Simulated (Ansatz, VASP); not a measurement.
One calculation of C, two programs

```
CELL_PARAMETERS angstrom
2.50218 0.00000 0.00000
-1.25109 2.16695 0.00000
0.00000 0.00000 4.24301
ATOMIC_POSITIONS crystal
C 0.33333 0.66667 0.99964
C 0.66667 0.33333 0.49964
C 0.33333 0.66667 0.37436
C 0.66667 0.33333 0.87436
```

Change from the starting cell: strained cell.

Alike in both runs: functional PBE; k mesh 9 × 9 × 6; occupations gaussian, width 0.02 eV; no spin polarisation.

Ansatz relaxed the structure, and its values are those at the end. VASP's run is a single point on that final structure, the one shown.

|  | VASP | Ansatz |
| --- | --- | --- |
| version | VASP 6.6.1 | Ansatz 0.2.0 |
| potentials or method | VASP PAW PBE potentials, release 64 (C), cutoff 520 eV | scalar-relativistic, plane waves, PAW |
| valence electrons in the cell | 16 | 16 |

```csv
,VASP,Ansatz,Ansatz less VASP
gap on the k mesh at the Fermi level (eV),3.37,3.38,+0.016
least direct gap on the mesh (eV),4.80,4.80,+0.003
pressure (GPa),-2.4,-3.0,-0.61
rms of the force components (eV/Å),0.006,0.000,-0.0059
```

With one functional, cell and mesh, what is left measures potentials, basis and numerics. Ansatz's warnings: stress scf threshold loose.
